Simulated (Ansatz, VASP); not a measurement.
# SiC in VASP and in Ansatz

Contents of INCAR:

```
PREC = Accurate ; ENCUT = 520
EDIFF = 1E-6 ; ISMEAR = 0
SIGMA = 0.01 ; LREAL = False
LASPH = True ; NELM = 60
ALGO = Normal ; ISIF = 2
LWAVE = False ; LCHARG = False
GGA = B5 ; ALDAX = 1.0
AGGAX = 1.0 ; AGGAC = 1.0
ALDAC = 0.0 ; NBANDS = 16
```

The input KPOINTS:

```
regular mesh
0
Gamma
  12 12 4
```

The input POSCAR:

```
SiC
1.0
    3.0760000000      0.0000000000      0.0000000000
   -1.5380000000      2.6638941420      0.0000000000
    0.0000000000      0.0000000000      5.0480000000
Si C
2 2
Direct
    0.3333330000      0.6666670000      0.0000000000
    0.6666670000      0.3333330000      0.5000000000
    0.3333330000      0.6666670000      0.3850000000
    0.6666670000      0.3333330000      0.8850000000
```

Input for Ansatz:

```yaml
crystal:
  lattice:
    - [3.076, 0.0, 0.0]
    - [-1.5379999999999994, 2.6638941420409337, 0.0]
    - [0.0, 0.0, 5.048]
  atoms:
    - { symbol: Si, position: [0.33333300000000005, 0.666667, 0.0] }
    - { symbol: Si, position: [0.6666670000000001, 0.333333, 0.5] }
    - { symbol: C, position: [0.33333300000000005, 0.666667, 0.385] }
    - { symbol: C, position: [0.6666670000000001, 0.333333, 0.885] }
kpoints:
  mp_grid:
    grid: [12, 12, 4]
hamiltonian:
  xc: blyp
scf:
  occupations:
    method: fixed
output:
  stress: true
```

Alike in both runs: task single point; functional BLYP; k mesh 12 × 12 × 4; no spin polarisation.

|  | VASP | Ansatz |
| --- | --- | --- |
| version | VASP 6.6.1 | Ansatz 0.2.0 |
| potentials or method | VASP PAW PBE potentials, release 64 (Si, C) | plane waves, PAW |
| plane-wave cutoff (eV) | 520 | 420 |
| occupations | gaussian, width 0.01 eV | fixed |
| valence electrons in the cell | 16 | 16 |

Ansatz gave:

* pressure (GPa): 8.2
* traceless stress, the component that is largest in VASP (GPa): -2.62

Question: Estimate VASP's values.

Answer: Pressure (GPa): 8.8; traceless stress, the component that is largest in VASP (GPa): -2.61.

VASP's potentials were made for PBE, not for BLYP. Ansatz's warnings: structure snapped to symmetry.
